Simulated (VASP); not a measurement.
# Rh (I4/mmm) in VASP: notebook, part 2 of 2

VASP 6.6.1.

### Step 5. Single point, PBEsol (strain -0.025 along x and y, +0.050 along z)

Contents of INCAR:

```
SYSTEM = Rh
PREC = Accurate ; ENCUT = 520
EDIFF = 1E-7 ; ISMEAR = 0
SIGMA = 0.15 ; LREAL = .FALSE.
LASPH = .TRUE. ; NELM = 100
ALGO = Fast ; ISIF = 2
LWAVE = .FALSE. ; LCHARG = .FALSE.
GGA = PS ; NBANDS = 14
```

Contents of KPOINTS:

```
regular mesh
0
G
  28 28 28
  0 0 0
```

Contents of POSCAR:

```
Rh
1.0
    0.0000000000      1.8427466652      1.9844964087
    1.8427466652      0.0000000000      1.9844964087
    1.8427466652      1.8427466652      0.0000000000
Rh
1
Direct
    0.0000000000      0.0000000000      0.0000000000
```

Potentials or basis: VASP PAW PBE potentials, release 64 (Rh_pv).

Started as:

```console
$ cat potpaw_PBE.64/Rh_pv/POTCAR > POTCAR
$ mpirun -np 1 vasp_std > vasp.out
```

OUTCAR:

```text
SYSTEM = Rh
   PREC = Accurate
   ENCUT = 520
   EDIFF = 1E-7
   ISMEAR = 0
   LREAL = .FALSE.
   LASPH = .TRUE.
   NELM = 100
   ISIF = 2
   GGA = PS

 ion  position               nearest neighbor table
   1  0.000  0.000  0.000-

  LATTYP: Found a body centered tetragonal cell.
 ALAT       =     2.6060373259
 C/A-ratio  =     1.5229992210

  Lattice vectors:

 A1 = (  -1.8427466652,   0.0000000000,   1.9844964087)
 A2 = (   1.8427466652,   0.0000000000,   1.9844964087)
 A3 = (   0.0000000000,   1.8427466652,  -1.9844964087)

Analysis of symmetry for initial positions (statically):
=====================================================================
 Subroutine PRICEL returns:
 Original cell was already a primitive cell.

 Routine SETGRP: Setting up the symmetry group for a
 body centered tetragonal supercell.

 Subroutine GETGRP returns: Found 16 space group operations
 (whereof 16 operations were pure point group operations)
 out of a pool of 16 trial point group operations.

The static configuration has the point symmetry D_4h.

Analysis of symmetry for dynamics (positions and initial velocities):
[... 171 lines left out ...]
      5       8.3842      2.00000
      6       9.2543      2.00000
      7       9.2543      2.00000
      8      10.5572      2.00000
      9      11.6081      2.00000
     10      28.1382      0.00000
     11      32.1433      0.00000
     12      32.4533      0.00000
     13      34.3970      0.00000
     14      34.3970      0.00000
[... 377 lines left out ...]
      1     -34.7731      2.00000
      2     -34.3515      2.00000
      3     -34.2732      2.00000
      4       5.9943      2.00000
      5       8.7279      2.00000
      6       9.4566      2.00000
      7       9.6791      2.00000
      8      11.6011      2.00000
      9      11.8832      1.97267
     10      25.5858      0.00000
     11      29.1169      0.00000
     12      32.4555      0.00000
     13      35.9568      0.00000
     14      36.2565      0.00000

 [... further k-points ...]

------------------------ aborting loop because EDIFF is reached ----------------------------------------

  FORCE on cell =-STRESS in cart. coord.  units (eV):
  Direction    XX          YY          ZZ          XY          YZ          ZX
  --------------------------------------------------------------------------------------
  -------------------------------------------------------------------------------------
  Total        0.6963760      0.6963760     -1.0033847      0.0000000      0.0000000     -0.0000000
  in kB       82.7833072     82.7833072   -119.2796785      0.0000000      0.0000000     -0.0000000
  external PRESSURE =      15.4289786 kB  Pullay stress =       0.0000000 kB

 VOLUME and BASIS-vectors are now :
 -----------------------------------------------------------------------------
  energy-cutoff  :      520.00
  volume of cell :       13.48
      direct lattice vectors                 reciprocal lattice vectors
     0.000000000  1.842746665  1.984496409    -0.271334096  0.271334096  0.251953089
     1.842746665  0.000000000  1.984496409     0.271334096 -0.271334096  0.251953089
     1.842746665  1.842746665  0.000000000     0.271334096  0.271334096 -0.251953089

 POSITION                                       TOTAL-FORCE (eV/Angst)
 -----------------------------------------------------------------------------------
      0.00000      0.00000      0.00000        -0.000000      0.000000      0.000000
 -----------------------------------------------------------------------------------
    total drift:                                0.000000     -0.000000      0.000000

  FREE ENERGIE OF THE ION-ELECTRON SYSTEM (eV)
  ---------------------------------------------------
  free  energy   TOTEN  =        -8.1033376903 eV

  energy  without entropy=       -8.0884800213  energy(sigma->0) =       -8.09590886
```

OSZICAR:

```text
N       E                     dE             d eps       ncg     rms          rms(c)
DAV:   1     0.119092395540E+03    0.11909E+03   -0.87534E+03 46102   0.115E+03
DAV:   2    -0.714987976766E+01   -0.12624E+03   -0.12057E+03 51088   0.341E+02
DAV:   3    -0.871950932730E+01   -0.15696E+01   -0.15667E+01 54802   0.418E+01
DAV:   4    -0.872509713673E+01   -0.55878E-02   -0.55875E-02 52638   0.256E+00
DAV:   5    -0.872514445554E+01   -0.47319E-04   -0.47317E-04 53812   0.207E-01    0.116E+01
RMM:   6    -0.812968107335E+01    0.59546E+00   -0.94107E-01 49142   0.948E+00    0.381E+00
RMM:   7    -0.810802216711E+01    0.21659E-01   -0.39071E-02 50523   0.211E+00    0.166E+00
RMM:   8    -0.810377653013E+01    0.42456E-02   -0.80705E-03 54412   0.104E+00    0.283E-01
RMM:   9    -0.810332722689E+01    0.44930E-03   -0.92949E-04 56460   0.344E-01    0.119E-02
RMM:  10    -0.810333909323E+01   -0.11866E-04   -0.10919E-04 56426   0.132E-01    0.121E-02
RMM:  11    -0.810333796410E+01    0.11291E-05   -0.42482E-06 57398   0.261E-02    0.416E-03
RMM:  12    -0.810333764408E+01    0.32003E-06   -0.90750E-07 52814   0.120E-02    0.722E-04
RMM:  13    -0.810333769032E+01   -0.46245E-07   -0.64373E-08 39284   0.315E-03
   1 F= -.81033377E+01 E0= -.80959089E+01  d E =-.148577E-01
```

Wall time 3.2 min (1 thread of Intel Xeon Platinum 8488C (Sapphire Rapids), shared host); peak memory 0.37 GiB.

What came out:

```
Free energy            : -8.1033 eV
Pressure               : 1.5 GPa
Band gap on the k mesh : zero (an odd number of electrons rules out a gap without spin polarisation)
```

Levels at points of the mesh, in eV from the Fermi level:
```
           k point  band 4  band 5  band 6  band 7  band 8  band 9  band 10  band 11
(0.00, 0.00, 0.00)   -8.19   -3.73   -2.86   -2.86   -1.56   -0.51    16.02    20.03
(0.50, 0.00, 0.00)   -6.33   -3.66   -2.83    0.42    0.66    0.79     8.85    15.32
(0.50, 0.50, 0.00)   -6.50   -6.13    0.67    0.98    0.98    2.19    11.13    14.29
(0.50, 0.00, 0.50)   -6.54   -6.13    0.51    0.65    1.44    3.77    12.55    13.20
```

Caveat: the cell differs from its parent crystal (strain -0.025 along x and y, +0.050 along z); the stress differs along the axes, from -12 to 8 GPa; the PAW data sets were made with another functional, which shifts forces and pressure a little.

### Step 6. The runs side by side

```csv
cell,further INCAR settings,gap on the mesh (eV),pressure (GPa)
"a = 2.640, b = 2.640, c = 2.606 Å, angles 60.4, 60.4, 59.2°, 1 atom",ALGO = Fast; EDIFF = 1e-06; NBANDS = 14,none,17.1
"a = 2.640, b = 2.640, c = 2.673 Å, angles 59.6, 59.6, 60.8°, 1 atom",ALGO = Fast; EDIFF = 1e-06; NBANDS = 14,none,8.1
"a = 2.674, b = 2.674, c = 2.606 Å, angles 60.8, 60.8, 58.3°, 1 atom",ALGO = Fast; EDIFF = 1e-07; NBANDS = 14,none,8.7
"a = 2.708, b = 2.708, c = 2.606 Å, angles 61.2, 61.2, 57.5°, 1 atom",ALGO = Fast; EDIFF = 1e-07; NBANDS = 14,none,1.5
```

Alike in all rows: task single point; level PBEsol; potentials or basis VASP PAW PBE potentials, release 64 (Rh_pv); no spin polarisation; k mesh 28 × 28 × 28; cutoff (eV) 520; smearing gaussian 0.15 eV.

Caveats: the PAW data sets were made with another functional, which shifts forces and pressure a little; the stress differs along the axes, from 12 to 20 GPa (at least some runs); the stress differs along the axes, from 6 to 13 GPa (at least some runs); the stress differs along the axes, from -1 to 14 GPa (at least some runs); the stress differs along the axes, from -12 to 8 GPa (at least some runs).

Total energies depend on the potentials used, so only differences within one code and one set of settings carry meaning.
